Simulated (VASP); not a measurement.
Write the native input for VASP 6.6.1 that does the following.

```yaml
Task: single point
Functional: PBE
Potentials_or_basis: VASP PAW PBE potentials, release 64 (Ti_sv, O)
Cutoff: 520 eV
k_mesh: 4 × 4 × 6
Occupations: gaussian, width 0.01 eV
Spin: no spin polarisation
Dipole_correction: no
Further_INCAR_settings: ALGO = Normal; EDIFF = 1e-06; NBANDS = 33
```

The structure of TiO2 (Rutile) lies in POSCAR:

```
TiO2
1.0
    4.5922000000      0.0000000000      0.0000000000
    0.0000000000      4.5922000000      0.0000000000
    0.0000000000      0.0000000000      2.9574000000
Ti O
2 4
Direct
    0.0000000000      0.0000000000      0.0000000000
    0.5000000000      0.5000000000      0.5000000000
    0.3049600000      0.3049600000      0.0000000000
    0.1950400000      0.8049600000      0.5000000000
    0.6950400000      0.6950400000      0.0000000000
    0.8049600000      0.1950400000      0.5000000000
```

These files were run (other wordings do the same):

INCAR

```
SYSTEM = TiO2
ALGO     = Normal         ! electronic algorithm
EDIFF    = 1E-6           ! SCF threshold, eV
ENCUT    = 520            ! plane-wave cutoff, eV
GGA      = PE             ! functional
ISIF     = 2              ! what is computed and relaxed
ISMEAR   = 0              ! smearing method
LASPH    = .True.         ! aspherical terms in the spheres
LCHARG   = .False.        ! write CHGCAR
LREAL    = .False.        ! projectors in reciprocal space
LWAVE    = .False.        ! write WAVECAR
NBANDS   = 33             ! bands
NELM     = 80             ! most SCF steps
PREC     = Accurate       ! precision mode
SIGMA    = 0.01           ! smearing width, eV
```

KPOINTS

```
k-points
0
Gamma
  4 4 6
  0 0 0
```

Potentials or basis: VASP PAW PBE potentials, release 64 (Ti_sv, O).

Command:

```sh
$ cat potpaw_PBE.64/Ti_sv/POTCAR potpaw_PBE.64/O/POTCAR > POTCAR
$ mpirun -np 1 vasp_std > vasp.out
```

It gave:

* Pressure: 6.1 GPa
* Largest force: 0.126 eV/Å
* Band gap on the k mesh: 1.87 eV, direct

Wall time 42 s on 1 thread of Intel(R) Xeon(R) 6975P-C (Granite Rapids), on a shared host, peak memory 0.18 GiB.
